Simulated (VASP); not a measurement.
Al, 2 atoms in the cell. Symmetry: Fd-3m, No. 227, cubic system. The conventional cell has a = 5.570 Å, b = 5.570 Å, c = 5.570 Å, α = 90.00°, β = 90.00°, γ = 90.00°. Al (site symmetry -43m) has 4 Al at 2.41 Å within 3.2 Å. 

| Property | Result |
| --- | --- |
| Program | VASP 6.6.1 |
| Task | relaxation of cell and atoms |
| Functional | LDA |
| Potentials or basis | VASP PAW LDA potentials, release 64 (Al) |
| Cutoff | 600 eV |
| k mesh | 6 × 6 × 6 |
| Occupations | methfessel-paxton, width 0.1 eV |
| Spin | no spin polarisation |
| Target pressure | 40 GPa |
| Dipole correction | no |
| Further INCAR settings | ALGO = Normal; EDIFF = 1e-07; IBRION = 2; EDIFFG = -0.01; NSW = 80; ISIF = 3 |

Potentials or basis: VASP PAW LDA potentials, release 64 (Al).

Launch:

```console
$ cat potpaw_LDA.64/Al/POTCAR > POTCAR
$ mpirun -np 1 vasp_std > vasp.out
```

Hardware: 1 thread of AMD EPYC 9R45 96-Core Processor (Zen 5), with other jobs on the host.

Q: How long does it take, and how much memory?

A: Wall time 7.6 s on 1 thread of AMD EPYC 9R45 96-Core Processor (Zen 5), on a shared host, peak memory 0.12 GiB. Counts: scf iterations 38, k points 16, ion steps 5.
